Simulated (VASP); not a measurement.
# Al (Fm-3m) in VASP: further runs, part 2 of 2

VASP 6.6.1. Earlier steps stand in the parts before.

## Step 3: Single point, PBEsol (17.64 Å³/atom)

This run uses another cell than the first one, of 17.64 Å³/atom.

The input, INCAR:

```
SYSTEM = Al
ALGO = Normal
EDIFF = 1E-6
ENCUT = 500
GGA = PS
GGA_COMPAT = .False.
ISIF = 2
ISMEAR = 0
LASPH = .True.
LCHARG = .False.
LREAL = .False.
LWAVE = .False.
NBANDS = 8
NELM = 120
PREC = Accurate
SIGMA = 0.1
```

The input, KPOINTS:

```
k-points
0
Gamma
  18 18 18
  0 0 0
```

The input, POSCAR:

```
Al
1.0
    0.0000000000      2.0660643637      2.0660643637
    2.0660643637      0.0000000000      2.0660643637
    2.0660643637      2.0660643637      0.0000000000
Al
1
Direct
    0.0000000000      0.0000000000      0.0000000000
```

Potentials or basis: VASP PAW PBE potentials, release 64 (Al).

The run is started by

```sh
$ cat potpaw_PBE.64/Al/POTCAR > POTCAR
$ mpirun -np 1 vasp_std > vasp.out
```

OUTCAR:

```text
SYSTEM = Al
   EDIFF = 1E-6
   ENCUT = 500
   GGA = PS
   ISIF = 2
   ISMEAR = 0
   LASPH = .True.
   LREAL = .False.
   NELM = 120
   PREC = Accurate

 ion  position               nearest neighbor table
   1  0.000  0.000  0.000-

  LATTYP: Found a face centered cubic cell.
 ALAT       =     4.1321287274

  Lattice vectors:

 A1 = (   0.0000000000,   2.0660643637,   2.0660643637)
 A2 = (   2.0660643637,   0.0000000000,   2.0660643637)
 A3 = (   2.0660643637,   2.0660643637,   0.0000000000)

Analysis of symmetry for initial positions (statically):
=====================================================================
 Subroutine PRICEL returns:
 Original cell was already a primitive cell.

 Routine SETGRP: Setting up the symmetry group for a
 face centered cubic supercell.

 Subroutine GETGRP returns: Found 48 space group operations
 (whereof 48 operations were pure point group operations)
 out of a pool of 48 trial point group operations.

The static configuration has the point symmetry O_h .

Analysis of symmetry for dynamics (positions and initial velocities):
=====================================================================
 Subroutine PRICEL returns:
 Original cell was already a primitive cell.

 Routine SETGRP: Setting up the symmetry group for a
 face centered cubic supercell.

 Subroutine GETGRP returns: Found 48 space group operations
 (whereof 48 operations were pure point group operations)
 out of a pool of 48 trial point group operations.

The dynamic configuration has the point symmetry O_h .

 Subroutine INISYM returns: Found 48 space group operations
 (whereof 48 operations are pure point group operations),
 and found     1 'primitive' translations

----------------------------------------------------------------------------------------

                                     Primitive cell

  volume of cell :      17.6385

  direct lattice vectors                    reciprocal lattice vectors
     0.000000000  2.066064364  2.066064364    -0.242006013  0.242006013  0.242006013
     2.066064364  0.000000000  2.066064364     0.242006013 -0.242006013  0.242006013
     2.066064364  2.066064364  0.000000000     0.242006013  0.242006013 -0.242006013

  length of vectors
     2.921856244  2.921856244  2.921856244     0.419166711  0.419166711  0.419166711

  position of ions in fractional coordinates (direct lattice)
     0.000000000  0.000000000  0.000000000

  ion indices of the primitive-cell ions
   primitive index   ion index
                 1           1

----------------------------------------------------------------------------------------

 KPOINTS: k-points

Automatic generation of k-mesh.
 Grid dimensions read from file:
 generate k-points for:   18   18   18

 Generating k-lattice:

  Cartesian coordinates                     Fractional coordinates (reciprocal lattice)
    -0.013444779  0.013444779  0.013444779     0.055555556  0.000000000  0.000000000
     0.013444779 -0.013444779  0.013444779     0.000000000  0.055555556  0.000000000
     0.013444779  0.013444779 -0.013444779     0.000000000  0.000000000  0.055555556

  Length of vectors
     0.023287039  0.023287039  0.023287039

  Shift w.r.t. Gamma in fractional coordinates (k-lattice)
     0.000000000  0.000000000  0.000000000

 Subroutine IBZKPT returns following result:
 ===========================================

 Found    195 irreducible k-points:

 Following reciprocal coordinates:
            Coordinates               Weight
  0.000000  0.000000  0.000000      1.000000
  0.055556  0.000000  0.000000      8.000000
  0.111111  0.000000  0.000000      8.000000
  0.166667  0.000000  0.000000      8.000000
  0.222222  0.000000  0.000000      8.000000
  0.277778  0.000000  0.000000      8.000000
[... 16 lines left out ...]
 -0.277778  0.055556  0.000000     24.000000
 -0.222222  0.055556  0.000000     24.000000
 [... further k-points ...]
   k-points           NKPTS =    195   k-points in BZ     NKDIM =    195   number of bands    NBANDS=      8
   number of dos      NEDOS =    301   number of ions     NIONS =      1
   total plane-waves  NPLWV =  13824
   dimension x,y,z NGX =    24 NGY =   24 NGZ =   24
   dimension x,y,z NGXF=    48 NGYF=   48 NGZF=   48
   ions per type =               1
   NGX,Y,Z   is equivalent  to a cutoff of  13.66, 13.66, 13.66 a.u.
   NGXF,Y,Z  is equivalent  to a cutoff of  27.31, 27.31, 27.31 a.u.
 SYSTEM =  Al
   PREC   = accura    normal or accurate (medium, high low for compatibility)
   ISTART =      0    job   : 0-new  1-cont  2-samecut
   ICHARG =      2    charge: 1-file 2-atom 10-const
   ISPIN  =      1    spin polarized calculation?
   LNONCOLLINEAR =      F non collinear calculations
   LSORBIT =      F    spin-orbit coupling
   LASPH  =      T    aspherical Exc in radial PAW
   ENCUT  =  500.0 eV  36.75 Ry    6.06 a.u.   5.33  5.33  5.33*2*pi/ulx,y,z
   NELM   =    120;   NELMIN=  2; NELMDL= -5     # of ELM steps
   EDIFF  = 0.1E-05   stopping-criterion for ELM
   LREAL  =      F    real-space projection
[... 7 lines left out ...]
   TEBEG  =    0.0;   TEEND  =   0.0 temperature during run
   PSTRESS=    0.0 pullay stress
   NELECT =       3.0000    total number of electrons
   NUPDOWN=      -1.0000    fix difference up-down
   EMIN   =  10.00;   EMAX   =-10.00  energy-range for DOS
   EFERMI =   0.00;   METHOD = LEGACY
   ISMEAR =     0;   SIGMA  =   0.10  broadening in eV -4-tet -1-fermi 0-gaus
   EFERMI_NEDOS =   21; number of points for ismear=-14 and -15
   IALGO  =     38    algorithm
   IMIX   =      4    mixing-type and parameters
     AMIX     =   0.40;   BMIX     =  1.00
     AMIX_MAG =   1.60;   BMIX_MAG =  1.00
  volume/ion in A,a.u.               =      17.64       119.03
  Fermi-wavevector in a.u.,A,eV,Ry     =   0.907043  1.714063 11.193890  0.822728
  Thomas-Fermi vector in A             =   2.030804
   LORBIT       =      0    0 simple, 1 ext, 2 COOP (PROOUT), +10 PAW based schemes
   GGA     = PS    functional components
   LHFCALC =     F    Hartree Fock is set to
   AEXX    =    0.0000 exact exchange contribution
   IVDW    =     0    specifies the selected vdW correction
   LEPSILON=     F    determine dielectric tensor
   LRPA    =     F    only Hartree local field effects (RPA)
 non-spin polarized calculation
 Gauss-broadening in eV      SIGMA  =   0.10
  energy-cutoff  :      500.00
  volume of cell :       17.64
 maximum number of plane-waves:       464
 NGX is ok and might be reduce to    24
   NGX = 11   NGY = 11   NGZ = 11

 number of electron       3.0000000 magnetization

 Free energy of the ion-electron system (eV)
  ---------------------------------------------------
  ext. energy  EPLUGINS =         0.00000000
  ---------------------------------------------------
  free energy    TOTEN  =        -4.06273126 eV

  energy without entropy =       -4.06034841  energy(sigma->0) =       -4.06153984

 E-fermi :   7.2625     XC(G=0): -10.0162

 val. band max:        7.2177625682   @ k =  -0.3333   0.0556   0.0000
 cond. band min:       7.2795803048   @ k =  -0.3889   0.3889   0.1667
 fundamental gap:      0.0618177366
 Fermi energy:         7.2625382749

 k-point     1 :       0.0000    0.0000    0.0000
  band No.  band energies     occupation
      1      -3.4046      2.00000
      2      19.5073      0.00000
      3      19.5073      0.00000
      4      19.5073      0.00000
      5      20.5096      0.00000
      6      20.5096      0.00000
      7      20.5096      0.00000
      8      23.2788      0.00000

 k-point     2 :       0.0556    0.0000    0.0000
  band No.  band energies     occupation
      1      -3.3243      2.00000
      2      17.9473      0.00000
      3      19.1217      0.00000
      4      19.1217      0.00000
      5      21.0162      0.00000
      6      21.0162      0.00000
      7      21.2017      0.00000
      8      24.0897      0.00000
[... 221 lines left out ...]
 k-point    23 :      -0.2778    0.0556    0.0000
  band No.  band energies     occupation
      1      -1.0684      2.00000
      2       9.0291      0.00000
      3      15.9726      0.00000
      4      18.6649      0.00000
      5      19.6658      0.00000
      6      20.9894      0.00000
      7      21.5445      0.00000
      8      25.1671      0.00000

 k-point    24 :      -0.2222    0.0556    0.0000
  band No.  band energies     occupation
      1      -1.8343      2.00000
      2      10.9597      0.00000
      3      16.1299      0.00000
      4      18.8446      0.00000
      5      20.5663      0.00000
      6      21.5471      0.00000
      7      21.9671      0.00000
      8      24.1143      0.00000

 [... further k-points ...]

------------------------ aborting loop because EDIFF is reached ----------------------------------------

  FORCE on cell =-STRESS in cart. coord.  units (eV):
  Direction    XX          YY          ZZ          XY          YZ          ZX
  --------------------------------------------------------------------------------------
  -------------------------------------------------------------------------------------
  Total       -0.6364471     -0.6364471     -0.6364471      0.0000000      0.0000000      0.0000000
  in kB      -57.8111151    -57.8111151    -57.8111151      0.0000000      0.0000000      0.0000000
  external PRESSURE =     -57.8111151 kB  Pullay stress =       0.0000000 kB

 VOLUME and BASIS-vectors are now :
 -----------------------------------------------------------------------------
  energy-cutoff  :      500.00
  volume of cell :       17.64
      direct lattice vectors                 reciprocal lattice vectors
     0.000000000  2.066064364  2.066064364    -0.242006013  0.242006013  0.242006013
     2.066064364  0.000000000  2.066064364     0.242006013 -0.242006013  0.242006013
     2.066064364  2.066064364  0.000000000     0.242006013  0.242006013 -0.242006013

 POSITION                                       TOTAL-FORCE (eV/Angst)
 -----------------------------------------------------------------------------------
      0.00000      0.00000      0.00000         0.000000      0.000000      0.000000
 -----------------------------------------------------------------------------------
    total drift:                                0.000000     -0.000000     -0.000000

  FREE ENERGIE OF THE ION-ELECTRON SYSTEM (eV)
  ---------------------------------------------------
  free  energy   TOTEN  =        -4.0627312643 eV

  energy  without entropy=       -4.0603484135  energy(sigma->0) =       -4.06153984
```

Run time: 12 s. Hardware: 1 thread of AMD EPYC 9R45 (Zen 5), shared host; peak memory 0.11 GiB.

Results:

```yaml
Free_energy: -4.0627 eV
Pressure: -5.8 GPa
Band_gap_on_the_k_mesh: zero (an odd number of electrons rules out a gap without spin polarisation)
```

Caveat: the cell stands under tension; the PAW data sets were made with another functional, which shifts forces and pressure a little.
